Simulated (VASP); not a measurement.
SrTiO3:

```
CELL_PARAMETERS angstrom
3.90528 0.00000 0.00000
0.00000 3.90528 0.00000
0.00000 0.00000 3.90528
ATOMIC_POSITIONS crystal
Sr 0.50000 0.50000 0.50000
Ti 0.00000 0.00000 0.00000
O 0.50000 0.00000 0.00000
O 0.00000 0.50000 0.00000
O 0.00000 0.00000 0.50000
```

* Program: VASP 6.6.1
* Task: relaxation of cell and atoms
* Functional: PBE
* Potentials or basis: VASP PAW PBE potentials, release 64 (Sr_sv, Ti_sv, O)
* Cutoff: 600 eV
* k mesh: 8 × 8 × 8
* Occupations: gaussian, width 0.02 eV
* Spin: no spin polarisation

At the start: pressure 4.7 GPa; volume 11.91 Å³/atom.

Task: Where does the relaxation end?

Result: Over 3 steps the energy falls by 4.6 meV/atom and the volume is 12.23 Å³/atom (+2.7 %); space group Pm-3m (No. 221, to 0.05 Å).

Step by step:
| step | energy change (eV) | largest force (eV/Å) | pressure (GPa) | volume (Å³) |
| --- | --- | --- | --- | --- |
| 1 | 0.0000 | 0.0000 | 4.69 | 59.56 |
| 2 | -0.0057 | 0.0000 | -3.75 | 62.62 |
| 3 | -0.0232 | 0.0000 | -0.02 | 61.17 |

Final structure:
```
Sr Ti O
1.0
     3.94020    0.00000    0.00000
     0.00000    3.94020    0.00000
     0.00000    0.00000    3.94020
Sr Ti O
1 1 3
Direct
  0.50000 0.50000 0.50000
  0.00000 0.00000 0.00000
  0.50000 0.00000 0.00000
  0.00000 0.50000 0.00000
  0.00000 0.00000 0.50000
```
